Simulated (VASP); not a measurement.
Write the native input for VASP 6.6.1 that does the following.

```yaml
Task: single point
Functional: r2SCAN
Potentials_or_basis: VASP PAW PBE potentials, release 64 (Hf_pv, O)
Cutoff: 520 eV
k_mesh: 8 × 8 × 8
Occupations: gaussian, width 0.05 eV
Spin: no spin polarisation
Dipole_correction: no
Further_INCAR_settings: ALGO = Normal; EDIFF = 1e-07; NBANDS = 18
```

Crystal: HfO2.

```
Hf O
1.0
     0.00000    2.89304    2.55750
     2.55750    0.00000    2.55750
     2.55750    2.89304    0.00000
Hf O
1 2
Direct
  0.00000 0.00000 0.00000
  0.25000 0.25000 0.25000
  0.75000 0.75000 0.75000
```

This cell differs from its parent crystal: strain +0.1312 x Voigt [0, 1, 0, 0, 0, 0].

One way to write it, as run:

POSCAR

```
HfO2
1.0
    0.0000000000      2.8930440000      2.5575000000
    2.5575000000      0.0000000000      2.5575000000
    2.5575000000      2.8930440000      0.0000000000
Hf O
1 2
Direct
    0.0000000000      0.0000000000      0.0000000000
    0.2500000000      0.2500000000      0.2500000000
    0.7500000000      0.7500000000      0.7500000000
```

INCAR.step1

```
SYSTEM = HfO2
PREC = Accurate ; ENCUT = 520
ISMEAR = 0 ; SIGMA = 0.05
LREAL = .False. ; LASPH = .True.
NELM = 100 ; NBANDS = 18
GGA = PE ; ALGO = Normal
EDIFF = 1E-4 ; LWAVE = .True.
LCHARG = .False.
```

INCAR.step2

```
SYSTEM = HfO2
PREC = Accurate ; ENCUT = 520
EDIFF = 1E-7 ; ISMEAR = 0
SIGMA = 0.05 ; LREAL = .False.
LASPH = .True. ; NELM = 100
ALGO = Normal ; ISIF = 2
LWAVE = .False. ; LCHARG = .False.
METAGGA = R2SCAN ; LMIXTAU = .True.
NBANDS = 18 ; ISTART = 1
```

KPOINTS

```
Automatic mesh
0
Gamma
  8 8 8
  0 0 0
```

Potentials or basis: VASP PAW PBE potentials, release 64 (Hf_pv, O).

Run with:

```console
$ cat potpaw_PBE.64/Hf_pv/POTCAR potpaw_PBE.64/O/POTCAR > POTCAR
$ cp INCAR.step1 INCAR
$ mpirun -np 1 vasp_std > vasp.out
$ cp INCAR.step2 INCAR
$ mpirun -np 1 vasp_std > vasp.out
```

It gave:

```yaml
Pressure: -32.4 GPa
Band_gap_on_the_k_mesh: 2.33 eV, indirect (least direct gap 2.82 eV)
```

Caveat: the cell differs from its parent crystal (strain +0.1312 x Voigt [0, 1, 0, 0, 0, 0]); the PAW data sets were made with another functional, which shifts forces and pressure a little; spin-orbit coupling is left out, which moves the levels of the heavy elements.

Run time: 82 s on 1 thread of Intel(R) Xeon(R) 6975P-C (Granite Rapids), with other jobs on the host, peak memory 0.19 GiB.
